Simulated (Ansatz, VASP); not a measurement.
# SnO2 in VASP and in Ansatz

```
Sn O
1.0
     4.23802    0.00000    0.00000
     0.00000    4.78175    0.00000
     0.00000    0.00000    3.23018
Sn O
2 4
Cartesian
  2.1190 2.3909 1.6151
  0.0000 0.0000 0.0000
  1.1746 1.5871 0.0000
  3.2937 0.8038 1.6151
  0.9444 3.9779 1.6151
  3.0634 3.1947 0.0000
```

Change from the starting cell: volume 10.910 Å^3 an atom, stretch along a over the lengths across it, relative to the relaxed cell 0.8864.

Alike in both runs: functional LDA; k mesh 6 × 6 × 10; occupations gaussian, width 0.05 eV; no spin polarisation.

Ansatz relaxed the structure, and its values are those at the end. VASP's run is a single point on that final structure, the one shown.

|  | VASP | Ansatz |
| --- | --- | --- |
| version | VASP 6.6.1 | Ansatz 0.2.0 |
| potentials or method | VASP PAW LDA potentials, release 64 (Sn_d, O), cutoff 520 eV | scalar-relativistic, plane waves, PAW |
| valence electrons in the cell | 52 | 52 |

|  | VASP | Ansatz | Ansatz less VASP |
| --- | --- | --- | --- |
| gap on the k mesh at the Fermi level (eV) | 2.26 | 2.22 | -0.038 |
| least direct gap on the mesh (eV) | 2.26 | 2.23 | -0.038 |
| pressure (GPa) | 17.4 | 16.0 | -1.37 |
| rms of the force components (eV/Å) | 0.006 | 0.001 | -0.0055 |

LDA's correlation is that of Perdew and Zunger in VASP and of Perdew and Wang (1992) in Ansatz. Ansatz's warnings: stress scf threshold loose.
